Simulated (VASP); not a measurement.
# SnSe (I4/mmm) in VASP: further runs, part 2 of 2

VASP 6.6.1. Earlier steps stand in the parts before.

## 4. Single point, PBE+D3(BJ) (strain -0.015 along x and y, -0.030 along z)

File INCAR:

```
ALGO = Normal
EDIFF = 1E-7
ENCUT = 520
GGA = PE
ISIF = 2
ISMEAR = 0
IVDW = 12
LASPH = T
LCHARG = F
LREAL = F
LWAVE = F
NBANDS = 17
NELM = 60
PREC = Accurate
SIGMA = 0.05
```

File KPOINTS:

```
k-points
0
Gamma
  10 10 10
```

File POSCAR:

```
SnSe
1.0
    0.0000000000      2.9439373071      2.8991057745
    2.9439373071      0.0000000000      2.8991057745
    2.9439373071      2.9439373071      0.0000000000
Sn Se
1 1
Direct
    0.0000000000      0.0000000000      0.0000000000
    0.5000000000      0.5000000000      0.5000000000
```

Potentials or basis: VASP PAW PBE potentials, release 64 (Sn_d, Se).

The run is started by

```bash
> cat potpaw_PBE.64/Sn_d/POTCAR potpaw_PBE.64/Se/POTCAR > POTCAR
> mpirun -np 1 vasp_std > vasp.out
```

OUTCAR:

```text
EDIFF = 1E-7
   ENCUT = 520
   GGA = PE
   ISIF = 2
   ISMEAR = 0
   IVDW = 12
   LASPH = T
   LREAL = F
   NELM = 60
   PREC = Accurate
 IVDW          = 12

 ion  position               nearest neighbor table
   1  0.000  0.000  0.000-   2 2.90   2 2.90   2 2.94   2 2.94   2 2.94   2 2.94
   2  0.500  0.500  0.500-   1 2.90   1 2.90   1 2.94   1 2.94   1 2.94   1 2.94

  LATTYP: Found a body centered tetragonal cell.
 ALAT       =     4.1633560665
 C/A-ratio  =     1.3926773152

  Lattice vectors:

 A1 = (   0.0000000000,  -2.9439373071,  -2.8991057745)
 A2 = (   0.0000000000,   2.9439373071,  -2.8991057745)
 A3 = (   2.9439373071,   0.0000000000,   2.8991057745)

Analysis of symmetry for initial positions (statically):
=====================================================================
 Subroutine PRICEL returns:
 Original cell was already a primitive cell.

 Routine SETGRP: Setting up the symmetry group for a
 body centered tetragonal supercell.

 Subroutine GETGRP returns: Found 16 space group operations
 (whereof 16 operations were pure point group operations)
 out of a pool of 16 trial point group operations.

The static configuration has the point symmetry D_4h.

Analysis of symmetry for dynamics (positions and initial velocities):
=====================================================================
 Subroutine PRICEL returns:
 Original cell was already a primitive cell.

 Routine SETGRP: Setting up the symmetry group for a
 body centered tetragonal supercell.

 Subroutine GETGRP returns: Found 16 space group operations
 (whereof 16 operations were pure point group operations)
 out of a pool of 16 trial point group operations.

The dynamic configuration has the point symmetry D_4h.

 Subroutine INISYM returns: Found 16 space group operations
 (whereof 16 operations are pure point group operations),
 and found     1 'primitive' translations

----------------------------------------------------------------------------------------

                                     Primitive cell

  volume of cell :      50.2517

[... 110 lines left out ...]
  Fermi-wavevector in a.u.,A,eV,Ry     =   1.204207  2.275621 19.730002  1.450114
  Thomas-Fermi vector in A             =   2.339939
   LORBIT       =      0    0 simple, 1 ext, 2 COOP (PROOUT), +10 PAW based schemes
   GGA     = PE    functional components
   LHFCALC =     F    Hartree Fock is set to
   AEXX    =    0.0000 exact exchange contribution
   IVDW    =    12    specifies the selected vdW correction
   LEPSILON=     F    determine dielectric tensor
   LRPA    =     F    only Hartree local field effects (RPA)
 non-spin polarized calculation
 Gauss-broadening in eV      SIGMA  =   0.05
  energy-cutoff  :      520.00
  volume of cell :       50.25
 maximum number of plane-waves:      1369
   NGX = 15   NGY = 15   NGZ = 15

 number of electron      19.9999995 magnetization

 Free energy of the ion-electron system (eV)
  ---------------------------------------------------
  ext. energy  EPLUGINS =         0.00000000
  ---------------------------------------------------
  free energy    TOTEN  =        -8.11575198 eV

  energy without entropy =       -8.11575198  energy(sigma->0) =       -8.11575198

 E-fermi :   6.8501     XC(G=0):  -9.9756

 val. band max:        6.6612571577   @ k =  -0.2000  -0.0000   0.2000
 cond. band min:       7.0403621750   @ k =  -0.4000   0.1000   0.0000
 fundamental gap:      0.3791050173
 Fermi energy:         6.8500569202

 k-point     1 :       0.0000    0.0000    0.0000
  band No.  band energies     occupation
      1     -15.0672      2.00000
      2     -15.0651      2.00000
      3     -15.0616      2.00000
      4     -15.0616      2.00000
      5     -15.0615      2.00000
      6      -7.9187      2.00000
[... 457 lines left out ...]
      4     -15.0422      2.00000
      5     -15.0412      2.00000
      6      -6.7633      2.00000
[... 9 lines left out ...]
     16      17.5677      0.00000
     17      18.3217      0.00000

 [... further k-points ...]

------------------------ aborting loop because EDIFF is reached ----------------------------------------

 Edisp (eV)   -0.76860

 E8    (eV) :    -0.3462

  FORCE on cell =-STRESS in cart. coord.  units (eV):
  Direction    XX          YY          ZZ          XY          YZ          ZX
  --------------------------------------------------------------------------------------
  -------------------------------------------------------------------------------------
  Total       0.88843     0.88843     1.74014     0.00000     0.00000    -0.00000
  in kB      28.32585    28.32585    55.48096     0.00000     0.00000    -0.00000
  external pressure =       37.38 kB  Pullay stress =        0.00 kB

 VOLUME and BASIS-vectors are now :
 -----------------------------------------------------------------------------
  energy-cutoff  :      520.00
  volume of cell :       50.25
      direct lattice vectors                 reciprocal lattice vectors
     0.000000000  2.943937307  2.899105775    -0.169840573  0.169840573  0.172466974
     2.943937307  0.000000000  2.899105775     0.169840573 -0.169840573  0.172466974
     2.943937307  2.943937307  0.000000000     0.169840573  0.169840573 -0.172466974

 POSITION                                       TOTAL-FORCE (eV/Angst)
 -----------------------------------------------------------------------------------
      0.00000      0.00000      0.00000        -0.000000      0.000000      0.000000
      2.94394      2.94394      2.89911         0.000000     -0.000000     -0.000000
 -----------------------------------------------------------------------------------
    total drift:                                0.000000     -0.000000     -0.000000

  FREE ENERGIE OF THE ION-ELECTRON SYSTEM (eV)
  ---------------------------------------------------
  free  energy   TOTEN  =        -8.8843521833 eV

  energy  without entropy=       -8.8843521830  energy(sigma->0) =       -8.88435218
```

stdout:

```text
POSCAR found type information on POSCAR SnSe
 POSCAR found :  2 types and       2 ions
 scaLAPACK will be used
 LDA part: xc-table for (Slater+PW92), standard interpolation
 POSCAR, INCAR and KPOINTS ok, starting setup
 FFT: planning ... GRIDC
 FFT: planning ... GRID_SOFT
 FFT: planning ... GRID
 WAVECAR not read
 entering main loop
```

It took 32 s on 1 thread of Intel Xeon 6975P-C (Granite Rapids), shared host; peak memory 0.24 GiB.

What came out:

| Item | Value |
| --- | --- |
| Free energy | -8.8844 eV |
| Pressure | 3.7 GPa |
| Band gap on the k mesh | 0.38 eV, indirect (least direct gap 0.54 eV) |
| Dispersion energy per atom | -0.384 eV |

Levels at points of the mesh, in eV from the valence-band top:
```csv
k point,band 7,band 8,band 9,band 10,band 11,band 12,band 13,band 14
"(0.00, 0.00, 0.00)",-4.90,-2.66,-2.51,-2.51,4.37,4.37,4.78,5.60
"(0.50, 0.00, 0.00)",-8.62,-2.31,-2.27,-0.19,0.78,1.02,1.11,8.35
"(0.50, 0.50, 0.00)",-6.21,-6.20,-4.19,-4.19,2.57,5.64,5.64,6.53
"(0.50, 0.00, 0.50)",-6.17,-6.13,-4.24,-4.06,2.63,5.52,5.93,6.32
```

Caveat: the cell differs from its parent crystal (strain -0.015 along x and y, -0.030 along z); spin-orbit coupling is left out, which moves the levels of the heavy elements.

## 5. Single point, PBE+D3(BJ) (strain -0.030 along x and y, +0.015 along z)

File INCAR:

```
PREC = Accurate
ENCUT = 520
EDIFF = 1E-6
ISMEAR = 0
SIGMA = 0.05
LREAL = F
LASPH = T
NELM = 80
ALGO = Normal
ISIF = 2
LWAVE = F
LCHARG = T
GGA = PE
IVDW = 12
LELF = T
LVHAR = T
NBANDS = 17
```

File KPOINTS:

```
Automatic mesh
0
Gamma
  10 10 10
```

File POSCAR:

```
SnSe
1.0
    0.0000000000      2.8991057745      3.0336003723
    2.8991057745      0.0000000000      3.0336003723
    2.8991057745      2.8991057745      0.0000000000
Sn Se
1 1
Direct
    0.0000000000      0.0000000000      0.0000000000
    0.5000000000      0.5000000000      0.5000000000
```

Potentials or basis: VASP PAW PBE potentials, release 64 (Sn_d, Se).

The run is started by

```bash
> cat potpaw_PBE.64/Sn_d/POTCAR potpaw_PBE.64/Se/POTCAR > POTCAR
> mpirun -np 1 vasp_std > vasp.out
```

OUTCAR:

```text
PREC = Accurate
   ENCUT = 520
   EDIFF = 1E-6
   ISMEAR = 0
   LREAL = F
   LASPH = T
   NELM = 80
   ISIF = 2
   GGA = PE
   IVDW = 12
 IVDW          = 12

 ion  position               nearest neighbor table
   1  0.000  0.000  0.000-   2 2.90   2 2.90   2 2.90   2 2.90   2 3.03   2 3.03
   2  0.500  0.500  0.500-   1 2.90   1 2.90   1 2.90   1 2.90   1 3.03   1 3.03

  LATTYP: Found a body centered tetragonal cell.
 ALAT       =     4.0999547051
 C/A-ratio  =     1.4798214081

  Lattice vectors:

 A1 = (  -2.8991057745,   0.0000000000,   3.0336003723)
[... 667 lines left out ...]

 Edisp (eV)   -0.75706

 E8    (eV) :    -0.3410

  FORCE on cell =-STRESS in cart. coord.  units (eV):
  Direction    XX          YY          ZZ          XY          YZ          ZX
  --------------------------------------------------------------------------------------
  -------------------------------------------------------------------------------------
  Total       1.69130     1.69130    -0.49684     0.00000     0.00000     0.00000
  in kB      53.13908    53.13908   -15.61014     0.00000     0.00000     0.00000
  external pressure =       30.22 kB  Pullay stress =        0.00 kB

 VOLUME and BASIS-vectors are now :
 -----------------------------------------------------------------------------
  energy-cutoff  :      520.00
  volume of cell :       50.99
      direct lattice vectors                 reciprocal lattice vectors
     0.000000000  2.899105775  3.033600372    -0.172466974  0.172466974  0.164820655
     2.899105775  0.000000000  3.033600372     0.172466974 -0.172466974  0.164820655
     2.899105775  2.899105775  0.000000000     0.172466974  0.172466974 -0.164820655

 POSITION                                       TOTAL-FORCE (eV/Angst)
 -----------------------------------------------------------------------------------
      0.00000      0.00000      0.00000         0.000000      0.000000      0.000000
      2.89911      2.89911      3.03360         0.000000      0.000000     -0.000000
 -----------------------------------------------------------------------------------
    total drift:                                0.000000     -0.000000     -0.000000

  FREE ENERGIE OF THE ION-ELECTRON SYSTEM (eV)
  ---------------------------------------------------
  free  energy   TOTEN  =        -8.8697836583 eV

  energy  without entropy=       -8.8697826933  energy(sigma->0) =       -8.86978318
```

OSZICAR:

```text
N       E                     dE             d eps       ncg     rms          rms(c)
DAV:   1     0.133610369113E+03    0.13361E+03   -0.98916E+03  3490   0.147E+03
DAV:   2     0.415230980504E+01   -0.12946E+03   -0.12540E+03  3733   0.352E+02
DAV:   3    -0.796021200317E+01   -0.12113E+02   -0.11992E+02  4325   0.932E+01
DAV:   4    -0.825790601508E+01   -0.29769E+00   -0.29745E+00  4185   0.154E+01
DAV:   5    -0.826628260040E+01   -0.83766E-02   -0.83761E-02  4981   0.255E+00    0.347E+00
DAV:   6    -0.811364878863E+01    0.15263E+00   -0.34744E-01  5029   0.359E+00    0.211E+00
DAV:   7    -0.811105626402E+01    0.25925E-02   -0.76006E-02  4144   0.128E+00    0.955E-01
DAV:   8    -0.811276441318E+01   -0.17081E-02   -0.77542E-03  4330   0.803E-01    0.957E-02
DAV:   9    -0.811267266436E+01    0.91749E-04   -0.11082E-03  5036   0.304E-01    0.467E-02
DAV:  10    -0.811271650507E+01   -0.43841E-04   -0.14143E-04  4203   0.705E-02    0.119E-02
DAV:  11    -0.811272178613E+01   -0.52811E-05   -0.20625E-05  4562   0.395E-02    0.386E-03
DAV:  12    -0.811272194130E+01   -0.15517E-06   -0.11485E-06  3144   0.108E-02
   1 F= -.88697837E+01 E0= -.88697832E+01  d E =-.964985E-06
```

It took 33 s on 1 thread of Intel Xeon 6975P-C (Granite Rapids), shared host; peak memory 0.25 GiB.

What came out:

```
Free energy                : -8.8698 eV
Pressure                   : 3.0 GPa
Band gap on the k mesh     : 0.25 eV, indirect (least direct gap 0.40 eV)
Dispersion energy per atom : -0.379 eV
```

Levels at points of the mesh, in eV from the valence-band top:
```tsv
k point	band 7	band 8	band 9	band 10	band 11	band 12	band 13	band 14
(0.00, 0.00, 0.00)	-5.04	-2.76	-2.76	-2.33	3.63	4.74	4.74	5.33
(0.50, 0.00, 0.00)	-8.65	-2.41	-2.30	-0.30	0.66	0.89	1.11	8.20
(0.50, 0.50, 0.00)	-6.12	-6.08	-4.12	-4.12	2.67	5.69	5.69	5.78
(0.50, 0.00, 0.50)	-6.31	-6.21	-4.49	-3.97	2.52	4.86	6.03	6.40
```

Caveat: the cell differs from its parent crystal (strain -0.030 along x and y, +0.015 along z); spin-orbit coupling is left out, which moves the levels of the heavy elements.

## 6. Single point, PBE+D3(BJ) (strain -0.030 along x and y, +0.030 along z)

File INCAR:

```
ALGO = Normal
EDIFF = 1E-6
ENCUT = 520
GGA = PE
ISIF = 2
ISMEAR = 0
IVDW = 12
LASPH = True
LCHARG = False
LREAL = False
LWAVE = False
NBANDS = 17
NELM = 100
PREC = Accurate
SIGMA = 0.05
```

File KPOINTS:

```
k-points
0
Gamma
  10 10 10
```

File POSCAR:

```
SnSe
1.0
    0.0000000000      2.8991057745      3.0784319049
    2.8991057745      0.0000000000      3.0784319049
    2.8991057745      2.8991057745      0.0000000000
Sn Se
1 1
Direct
    0.0000000000      0.0000000000      0.0000000000
    0.5000000000      0.5000000000      0.5000000000
```

Potentials or basis: VASP PAW PBE potentials, release 64 (Sn_d, Se).

The run is started by

```bash
> cat potpaw_PBE.64/Sn_d/POTCAR potpaw_PBE.64/Se/POTCAR > POTCAR
> mpirun -np 1 vasp_std > vasp.out
```

Wall time 32 s (1 thread of Intel Xeon 6975P-C (Granite Rapids), shared host); peak memory 0.25 GiB.

It converged, with:

* Free energy: -8.8586 eV
* Pressure: 2.3 GPa
* Band gap on the k mesh: 0.23 eV, indirect (least direct gap 0.35 eV)
* Dispersion energy per atom: -0.373 eV

Stress tensor (GPa, compression positive):
```
 5.11  0.00  0.00
 0.00  5.11  0.00
 0.00  0.00 -3.25
```

Levels at points of the mesh, in eV from the valence-band top:
```csv
k point,band 8,band 9,band 10,band 11,band 12,band 13
"(0.00, 0.00, 0.00)",-2.76,-2.76,-2.21,3.38,4.81,4.81
"(0.50, 0.00, 0.00)",-2.39,-2.25,-0.30,0.63,0.89,1.16
"(0.50, 0.50, 0.00)",-5.99,-4.03,-4.03,2.76,5.56,5.67
"(0.50, 0.00, 0.50)",-6.12,-4.51,-3.82,2.57,4.59,6.10
```

Caveat: the cell differs from its parent crystal (strain -0.030 along x and y, +0.030 along z); spin-orbit coupling is left out, which moves the levels of the heavy elements.

## 7. Overview

| cell | gap on the mesh (eV) | pressure (GPa) |
| --- | --- | --- |
| a = 4.132, b = 4.132, c = 4.100 Å, angles 60.3, 60.3, 59.5°, 2 atoms | 0.31 | 4.8 |
| a = 4.164, b = 4.164, c = 4.100 Å, angles 60.5, 60.5, 59.0°, 2 atoms | 0.28 | 3.9 |
| a = 4.132, b = 4.132, c = 4.163 Å, angles 59.7, 59.7, 60.5°, 2 atoms | 0.38 | 3.7 |
| a = 4.196, b = 4.196, c = 4.100 Å, angles 60.8, 60.8, 58.5°, 2 atoms | 0.25 | 3.0 |
| a = 4.229, b = 4.229, c = 4.100 Å, angles 61.0, 61.0, 58.0°, 2 atoms | 0.23 | 2.3 |

Alike in all rows: task single point; level PBE+D3(BJ); potentials or basis VASP PAW PBE potentials, release 64 (Sn_d, Se); no spin polarisation; k mesh 10 × 10 × 10; cutoff (eV) 520; smearing gaussian 0.05 eV.

Caveats: spin-orbit coupling is left out, which moves the levels of the heavy elements.

Absolute energies hang on the potentials; compare differences alone.
